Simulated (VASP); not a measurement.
# Pd (Fd-3m) in VASP: single point with PBE

Aim: the single point of Pd with PBE.

Everything below comes from runs of VASP 6.6.1. Logs are shortened: lines on timing, memory, paths and dates and some standing lists are left out, and cuts for length are marked.

## 1. The cell of the first run

The structure is cubic, space group Fd-3m (No. 227). The conventional cell has a = 5.810 Å, b = 5.810 Å, c = 5.810 Å, α = 90.00°, β = 90.00°, γ = 90.00°. Pd (site symmetry -43m) has 4 Pd at 2.52 Å within 3.3 Å.

This isn't the form of Pd at room conditions, which is fcc.

## 2. Single point, PBE

The input, INCAR:

```
SYSTEM = Pd
ALGO = Normal ; EDIFF = 1E-6
ENCUT = 520 ; GGA = PE
ISIF = 2 ; ISMEAR = -1
LASPH = .True. ; LCHARG = .False.
LREAL = .False. ; LWAVE = .False.
NBANDS = 17 ; NELM = 80
PREC = Accurate ; SIGMA = 0.06122561905347299
```

The input, KPOINTS:

```
k-points
0
Gamma
  32 32 32
  0 0 0
```

The input, POSCAR:

```
Pd
1.0
    0.0000000000      2.9051963907      2.9051963907
    2.9051963907      0.0000000000      2.9051963907
    2.9051963907      2.9051963907      0.0000000000
Pd
2
Direct
    0.0000000000      0.0000000000      0.0000000000
    0.2500000000      0.2500000000      0.2500000000
```

Potentials or basis: VASP PAW PBE potentials, release 64 (Pd).

On the command line:

```console
> cat potpaw_PBE.64/Pd/POTCAR > POTCAR
> mpirun -np 1 vasp_std > vasp.out
```

OUTCAR:

```text
SYSTEM = Pd
   EDIFF = 1E-6
   ENCUT = 520
   GGA = PE
   ISIF = 2
   ISMEAR = -1
   LASPH = .True.
   LREAL = .False.
   NELM = 80
   PREC = Accurate

 ion  position               nearest neighbor table
   1  0.000  0.000  0.000-   2 2.52   2 2.52   2 2.52   2 2.52
   2  0.250  0.250  0.250-   1 2.52   1 2.52   1 2.52   1 2.52

  LATTYP: Found a face centered cubic cell.
 ALAT       =     5.8103927814

  Lattice vectors:

 A1 = (   0.0000000000,   2.9051963907,   2.9051963907)
 A2 = (   2.9051963907,   0.0000000000,   2.9051963907)
 A3 = (   2.9051963907,   2.9051963907,   0.0000000000)

Analysis of symmetry for initial positions (statically):
=====================================================================
 Subroutine PRICEL returns:
 Original cell was already a primitive cell.

 Routine SETGRP: Setting up the symmetry group for a
 face centered cubic supercell.

 Subroutine GETGRP returns: Found 48 space group operations
 (whereof 24 operations were pure point group operations)
 out of a pool of 48 trial point group operations.

The static configuration has the point symmetry T_d .
 The point group associated with its full space group is O_h .

Analysis of symmetry for dynamics (positions and initial velocities):
=====================================================================
 Subroutine PRICEL returns:
 Original cell was already a primitive cell.

 Routine SETGRP: Setting up the symmetry group for a
 face centered cubic supercell.

 Subroutine GETGRP returns: Found 48 space group operations
 (whereof 24 operations were pure point group operations)
 out of a pool of 48 trial point group operations.

The dynamic configuration has the point symmetry T_d .
 The point group associated with its full space group is O_h .

 Subroutine INISYM returns: Found 48 space group operations
 (whereof 24 operations are pure point group operations),
 and found     1 'primitive' translations

----------------------------------------------------------------------------------------

                                     Primitive cell

  volume of cell :      49.0407

  direct lattice vectors                    reciprocal lattice vectors
     0.000000000  2.905196391  2.905196391    -0.172105405  0.172105405  0.172105405
     2.905196391  0.000000000  2.905196391     0.172105405 -0.172105405  0.172105405
     2.905196391  2.905196391  0.000000000     0.172105405  0.172105405 -0.172105405

  length of vectors
     4.108568137  4.108568137  4.108568137     0.298095305  0.298095305  0.298095305

  position of ions in fractional coordinates (direct lattice)
     0.000000000  0.000000000  0.000000000
     0.250000000  0.250000000  0.250000000

  ion indices of the primitive-cell ions
   primitive index   ion index
                 1           1
                 2           2

----------------------------------------------------------------------------------------

 KPOINTS: k-points

Automatic generation of k-mesh.
 Grid dimensions read from file:
 generate k-points for:   32   32   32

 Generating k-lattice:

  Cartesian coordinates                     Fractional coordinates (reciprocal lattice)
    -0.005378294  0.005378294  0.005378294     0.031250000  0.000000000  0.000000000
     0.005378294 -0.005378294  0.005378294     0.000000000  0.031250000  0.000000000
     0.005378294  0.005378294 -0.005378294     0.000000000  0.000000000  0.031250000

  Length of vectors
     0.009315478  0.009315478  0.009315478

  Shift w.r.t. Gamma in fractional coordinates (k-lattice)
     0.000000000  0.000000000  0.000000000

 Subroutine IBZKPT returns following result:
 ===========================================

 Found    897 irreducible k-points:

 Following reciprocal coordinates:
            Coordinates               Weight
  0.000000  0.000000  0.000000      1.000000
  0.031250  0.000000  0.000000      8.000000
  0.062500  0.000000  0.000000      8.000000
  0.093750  0.000000  0.000000      8.000000
  0.125000  0.000000  0.000000      8.000000
  0.156250  0.000000  0.000000      8.000000
[... 16 lines left out ...]
  0.187500  0.031250  0.000000     24.000000
  0.218750  0.031250  0.000000     24.000000
 [... further k-points ...]
   k-points           NKPTS =    897   k-points in BZ     NKDIM =    897   number of bands    NBANDS=     17
   number of dos      NEDOS =    301   number of ions     NIONS =      2
   total plane-waves  NPLWV =  32768
   dimension x,y,z NGX =    32 NGY =   32 NGZ =   32
   dimension x,y,z NGXF=    64 NGYF=   64 NGZF=   64
   ions per type =               2
   NGX,Y,Z   is equivalent  to a cutoff of  12.95, 12.95, 12.95 a.u.
   NGXF,Y,Z  is equivalent  to a cutoff of  25.90, 25.90, 25.90 a.u.
 SYSTEM =  Pd
   PREC   = accura    normal or accurate (medium, high low for compatibility)
   ISTART =      0    job   : 0-new  1-cont  2-samecut
   ICHARG =      2    charge: 1-file 2-atom 10-const
   ISPIN  =      1    spin polarized calculation?
   LNONCOLLINEAR =      F non collinear calculations
   LSORBIT =      F    spin-orbit coupling
   LASPH  =      T    aspherical Exc in radial PAW
   ENCUT  =  520.0 eV  38.22 Ry    6.18 a.u.   7.64  7.64  7.64*2*pi/ulx,y,z
   NELM   =     80;   NELMIN=  2; NELMDL= -5     # of ELM steps
   EDIFF  = 0.1E-05   stopping-criterion for ELM
   LREAL  =      F    real-space projection
   EDIFFG = 0.1E-04   stopping-criterion for IOM
   NSW    =      0    number of steps for IOM
   IBRION =     -1    ionic relax: 0-MD 1-quasi-New 2-CG
   NFREE  =      0    steps in history (QN), initial steepest desc. (CG)
   ISIF   =      2    stress and relaxation
   ISYM   =      2    0-nonsym 1-usesym 2-fastsym
   POTIM  = 0.5000    time-step for ionic-motion
   TEBEG  =    0.0;   TEEND  =   0.0 temperature during run
   PSTRESS=    0.0 pullay stress
   NELECT =      20.0000    total number of electrons
   NUPDOWN=      -1.0000    fix difference up-down
   EMIN   =  10.00;   EMAX   =-10.00  energy-range for DOS
   EFERMI =   0.00;   METHOD = LEGACY
   ISMEAR =    -1;   SIGMA  =   0.06  broadening in eV -4-tet -1-fermi 0-gaus
   EFERMI_NEDOS =   21; number of points for ismear=-14 and -15
   IALGO  =     38    algorithm
   IMIX   =      4    mixing-type and parameters
     AMIX     =   0.40;   BMIX     =  1.00
     AMIX_MAG =   1.60;   BMIX_MAG =  1.00
  volume/ion in A,a.u.               =      24.52       165.47
  Fermi-wavevector in a.u.,A,eV,Ry     =   1.214039  2.294201 20.053503  1.473891
  Thomas-Fermi vector in A             =   2.349472
   LORBIT       =      0    0 simple, 1 ext, 2 COOP (PROOUT), +10 PAW based schemes
   GGA     = PE    functional components
   LHFCALC =     F    Hartree Fock is set to
   AEXX    =    0.0000 exact exchange contribution
   IVDW    =     0    specifies the selected vdW correction
   LEPSILON=     F    determine dielectric tensor
   LRPA    =     F    only Hartree local field effects (RPA)
 non-spin polarized calculation
  energy-cutoff  :      520.00
  volume of cell :       49.04
 maximum number of plane-waves:      1363
   NGX = 15   NGY = 15   NGZ = 15

 number of electron      20.0000002 magnetization

 Free energy of the ion-electron system (eV)
  ---------------------------------------------------
  ext. energy  EPLUGINS =         0.00000000
  ---------------------------------------------------
  free energy    TOTEN  =        -8.20032655 eV

  energy without entropy =       -8.11625416  energy(sigma->0) =       -8.15829036

 E-fermi :   3.8951     XC(G=0):  -9.9058

 val. band max:        3.8944783675   @ k =  -0.4062   0.4375   0.0625
 cond. band min:       3.8951709785   @ k =  -0.2812   0.2188   0.0312
 fundamental gap:      0.0006926111
 Fermi energy:         3.8951078936

 k-point     1 :       0.0000    0.0000    0.0000
  band No.  band energies     occupation
      1      -0.5539      2.00000
      2       0.6305      2.00000
      3       0.6305      2.00000
      4       0.7521      2.00000
      5       0.7521      2.00000
      6       0.7521      2.00000
[... 9 lines left out ...]
     16      15.8939      0.00000
     17      15.8942      0.00000

 k-point     2 :       0.0312    0.0000    0.0000
  band No.  band energies     occupation
      1      -0.5398      2.00000
      2       0.6120      2.00000
      3       0.6120      2.00000
      4       0.7523      2.00000
      5       0.7744      2.00000
      6       0.7744      2.00000
[... 9 lines left out ...]
     16      16.0753      0.00000
     17      16.0838      0.00000

 k-point     3 :       0.0625    0.0000    0.0000
  band No.  band energies     occupation
      1      -0.4980      2.00000
      2       0.5766      2.00000
      3       0.5766      2.00000
      4       0.7531      2.00000
      5       0.8211      2.00000
      6       0.8211      2.00000
[... 9 lines left out ...]
     16      16.3642      0.00000
     17      16.3864      0.00000

 k-point     4 :       0.0938    0.0000    0.0000
  band No.  band energies     occupation
      1      -0.4293      2.00000
      2       0.5412      2.00000
      3       0.5412      2.00000
      4       0.7548      2.00000
      5       0.8741      2.00000
      6       0.8741      2.00000
[... 9 lines left out ...]
     16      16.5316      0.00000
     17      16.7150      0.00000
[... 343 lines left out ...]
      1      -0.2487      2.00000
      2       0.4483      2.00000
      3       0.5407      2.00000
      4       0.7602      2.00000
      5       0.9211      2.00000
      6       1.0062      2.00000
[... 9 lines left out ...]
     16      16.5080      0.00000
     17      16.8217      0.00000

 k-point    23 :       0.1875    0.0312    0.0000
  band No.  band energies     occupation
      1      -0.1211      2.00000
      2       0.4291      2.00000
      3       0.5237      2.00000
      4       0.7688      2.00000
      5       0.9624      2.00000
      6       1.0510      2.00000
[... 9 lines left out ...]
     16      16.7316      0.00000
     17      16.8235      0.00000

 k-point    24 :       0.2188    0.0312    0.0000
  band No.  band energies     occupation
      1       0.0195      2.00000
      2       0.4178      2.00000
      3       0.5143      2.00000
      4       0.7830      2.00000
      5       0.9936      2.00000
      6       1.0861      2.00000
[... 9 lines left out ...]
     16      16.7098      0.00000
     17      16.9620      0.00000

 [... further k-points ...]

------------------------ aborting loop because EDIFF is reached ----------------------------------------

  FORCE on cell =-STRESS in cart. coord.  units (eV):
  Direction    XX          YY          ZZ          XY          YZ          ZX
  --------------------------------------------------------------------------------------
  -------------------------------------------------------------------------------------
  Total       -0.0949201     -0.0949201     -0.0949201      0.0000000      0.0000000      0.0000000
  in kB       -3.1010748     -3.1010748     -3.1010748      0.0000000      0.0000000      0.0000000
  external PRESSURE =      -3.1010748 kB  Pullay stress =       0.0000000 kB

 VOLUME and BASIS-vectors are now :
 -----------------------------------------------------------------------------
  energy-cutoff  :      520.00
  volume of cell :       49.04
      direct lattice vectors                 reciprocal lattice vectors
     0.000000000  2.905196391  2.905196391    -0.172105405  0.172105405  0.172105405
     2.905196391  0.000000000  2.905196391     0.172105405 -0.172105405  0.172105405
     2.905196391  2.905196391  0.000000000     0.172105405  0.172105405 -0.172105405

 POSITION                                       TOTAL-FORCE (eV/Angst)
 -----------------------------------------------------------------------------------
      0.00000      0.00000      0.00000         0.000000      0.000000      0.000000
      1.45260      1.45260      1.45260        -0.000000     -0.000000     -0.000000
 -----------------------------------------------------------------------------------
    total drift:                               -0.000000      0.000000      0.000000

  FREE ENERGIE OF THE ION-ELECTRON SYSTEM (eV)
  ---------------------------------------------------
  free  energy   TOTEN  =        -8.2003265547 eV

  energy  without entropy=       -8.1162541593  energy(sigma->0) =       -8.15829036
```

Wall time 3.7 min (1 thread of Intel Xeon Platinum 8488C (Sapphire Rapids), shared host); peak memory 0.69 GiB.

What came out:

| Quantity | Value |
| --- | --- |
| Free energy | -8.2003 eV |
| Pressure | -0.3 GPa |
| Band gap on the k mesh | zero (bands 10 and 11 overlap by 0.39 eV) |
